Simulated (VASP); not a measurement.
A run of VASP 6.6.1:

Contents of INCAR:

```
SYSTEM = Mg
ALGO     = Normal         ! electronic algorithm
EDIFF    = 1E-7           ! SCF threshold, eV
EDIFFG   = -0.01          ! ionic threshold
ENCUT    = 600            ! plane-wave cutoff, eV
GGA      = PS             ! functional
IBRION   = 2              ! ionic algorithm
ISIF     = 3              ! what is computed and relaxed
ISMEAR   = -1             ! smearing method
LASPH    = .TRUE.         ! aspherical terms in the spheres
LCHARG   = .FALSE.        ! write CHGCAR
LREAL    = .FALSE.        ! projectors in reciprocal space
LWAVE    = .FALSE.        ! write WAVECAR
NELM     = 100            ! most SCF steps
NSW      = 60             ! ionic steps
PREC     = Accurate       ! precision mode
PSTRESS  = 100.0        
SIGMA    = 0.05           ! smearing width, eV
```

File KPOINTS:

```
k-points
0
G
  10 10 5
  0 0 0
```

File POSCAR:

```
Mg
1.0
    3.2093000000      0.0000000000      0.0000000000
   -1.6046500000      2.7793353284      0.0000000000
    0.0000000000      0.0000000000      5.2103000000
Mg
2
Direct
    0.6666666667      0.3333333333      0.7500000000
    0.3333333333      0.6666666667      0.2500000000
```

Potentials or basis: VASP PAW PBE potentials, release 64 (Mg).

The run is started by

```sh
$ cat potpaw_PBE.64/Mg/POTCAR > POTCAR
$ mpirun -np 1 vasp_std > vasp.out
```

Hardware: 1 thread of Intel Xeon 8259CL, on a shared host.

Task: How long does it take, and how much memory?

Result: It took 70 s on 1 thread of Intel Xeon 8259CL, with other jobs on the host, peak memory 0.19 GiB. Counts: scf iterations 38, k points 42, ion steps 8.
